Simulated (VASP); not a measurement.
**Ge: single point with r2SCAN**

Ge:

```
Ge
1.0
     0.00000    2.64261    2.64261
     2.64261    0.00000    2.64261
     2.64261    2.64261    0.00000
Ge
2
Direct
  0.50000 0.50000 0.50000
  0.75000 0.75000 0.75000
```

| Item | Value |
| --- | --- |
| Program | VASP 6.6.1 |
| Task | single point |
| Functional | r2SCAN |
| Potentials or basis | VASP PAW PBE potentials, release 64 (Ge_d) |
| Cutoff | 550 eV |
| k mesh | 12 × 12 × 12 |
| Occupations | gaussian, width 0.02 eV |
| Spin | no spin polarisation |

* Pressure: 25.3 GPa
* Band gap on the k mesh: 0.43 eV, indirect (least direct gap 2.50 eV)

Levels at points of the mesh, in eV from the valence-band top:
| k point | band 10 | band 11 | band 12 | band 13 | band 14 | band 15 | band 16 | band 17 | band 18 | band 19 |
| --- | --- | --- | --- | --- | --- | --- | --- | --- | --- | --- |
| (0.00, 0.00, 0.00) | -25.47 | -15.12 | 0.00 | 0.00 | 0.00 | 2.50 | 2.74 | 2.74 | 2.74 | 7.64 |
| (0.50, 0.00, 0.00) | -25.44 | -12.35 | -9.08 | -1.86 | -1.86 | 1.19 | 4.03 | 4.03 | 7.71 | 12.77 |
| (0.50, 0.50, 0.00) | -25.41 | -10.17 | -10.17 | -4.07 | -4.07 | 0.64 | 0.64 | 11.96 | 11.96 | 14.72 |

Wall time 2.5 min on 1 thread of Intel Xeon 6975P-C, on a shared host, peak memory 0.2 GiB.

Caveat: the PAW data sets were made with another functional, which shifts forces and pressure a little. r2SCAN opens gaps a little over a GGA but as a rule still falls short of measured ones.
